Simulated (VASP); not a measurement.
BN:

```
CELL_PARAMETERS angstrom
2.53680 0.00000 0.00000
-1.26840 2.19693 0.00000
0.00000 0.00000 4.19849
ATOMIC_POSITIONS crystal
N 0.33333 0.66667 0.12528
N 0.66667 0.33333 0.62528
B 0.33333 0.66667 0.49972
B 0.66667 0.33333 0.99972
```

Program: VASP 6.6.1. Alike in all runs: task single point; no spin polarisation; cell as given; k mesh 12 × 12 × 6; cutoff (eV) 520; smearing fermi-dirac 0.05 eV.

**Question.** Order these runs on this cell by their pressure, lowest first.
A. level LDA; potentials or basis VASP PAW LDA potentials, release 64 (N, B)
B. level r2SCAN; potentials or basis VASP PAW PBE potentials, release 64 (N, B)
C. level PBE; potentials or basis VASP PAW PBE potentials, release 64 (N, B)

**Answer.** A (-5.5 GPa), B (4.3 GPa), C (8.0 GPa).

Caveats: the PAW data sets were made with another functional, which shifts forces and pressure a little (some runs).
